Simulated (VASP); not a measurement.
**YbOs3: single point with PBEsol**

Crystal: YbOs3.

```xyz
4
Lattice="3.9093 0.0000 0.0000 0.0000 3.9093 0.0000 0.0000 0.0000 3.9093" Properties=species:S:1:pos:R:3 pbc="T T T"
Yb    0.0000    0.0000    0.0000
Os    0.0000    1.9547    1.9547
Os    1.9547    1.9547    0.0000
Os    1.9547    0.0000    1.9547
```

```json
{
  "Program": "VASP 6.6.1",
  "Task": "single point",
  "Functional": "PBEsol",
  "Potentials or basis": "VASP PAW PBE potentials, release 64 (Yb, Os)",
  "Cutoff": "520 eV",
  "k mesh": "8 × 8 × 8",
  "Occupations": "gaussian, width 0.05 eV",
  "Spin": "no spin polarisation",
  "Dipole correction": "no",
  "Further INCAR settings": "ALGO = Normal; EDIFF = 1e-06; NBANDS = 32"
}
```

```
Pressure               : 12.7 GPa
Band gap on the k mesh : zero (bands 24 and 25 overlap by 3.02 eV)
```

Levels at points of the mesh, in eV from the Fermi level:
```csv
k point,band 22,band 23,band 24,band 25,band 26,band 27
"(0.00, 0.00, 0.00)",0.99,0.99,2.56,3.21,3.21,3.21
"(0.50, 0.00, 0.00)",-0.75,-0.41,0.11,0.18,0.18,1.41
"(0.50, 0.50, 0.00)",-0.75,-0.74,-0.58,-0.37,-0.37,0.16
"(0.50, 0.50, 0.50)",-0.65,-0.65,0.15,2.08,2.08,2.08
```

Wall time 73 s on 1 thread of Intel(R) Xeon(R) 6975P-C (Granite Rapids), with other jobs on the host, peak memory 0.22 GiB.

Caveat: the cell stands under pressure; the PAW data sets were made with another functional, which shifts forces and pressure a little; spin-orbit coupling is left out, which moves the levels of the heavy elements. Spin polarisation is off, so any magnetic state and its effect on volume and gap are missing.
